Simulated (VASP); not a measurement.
Input of a VASP 6.6.1 run:

The input INCAR:

```
PREC = Accurate
ENCUT = 520
EDIFF = 1E-7
ISMEAR = 0
SIGMA = 0.1
LREAL = F
LASPH = T
NELM = 60
ALGO = Fast
ISIF = 2
LWAVE = F
LCHARG = T
GGA = PS
LELF = T
LVHAR = T
NBANDS = 18
```

KPOINTS

```
Automatic mesh
0
Gamma
  6 6 6
```

POSCAR

```
CuAu
1.0
    2.8107494552      0.0000000000      0.0000000000
    0.0000000000      2.8107494552      0.0000000000
    0.0000000000      0.0000000000      3.6850000000
Cu Au
1 1
Direct
    0.5000000000      0.5000000000      0.5000000000
    0.0000000000      0.0000000000      0.0000000000
```

Potentials or basis: VASP PAW PBE potentials, release 64 (Cu, Au).

Launch:

```bash
$ cat potpaw_PBE.64/Cu/POTCAR potpaw_PBE.64/Au/POTCAR > POTCAR
$ mpirun -np 1 vasp_std > vasp.out
```

**Question.** Predict the pressure.

**Answer.** -3.2 GPa.

**Question.** Estimate the band gap on the k mesh.

**Answer.** Zero (bands 11 and 12 overlap by 7.29 eV).

Stress tensor (GPa, compression positive):
```
-2.18  0.00  0.00
 0.00 -2.18  0.00
 0.00  0.00 -5.11
```

Caveat: the k points lie up to 0.37 Å⁻¹ apart, too coarse for converged energies and pressures of a metal; the PAW data sets were made with another functional, which shifts forces and pressure a little; spin-orbit coupling is left out, which moves the levels of the heavy elements.
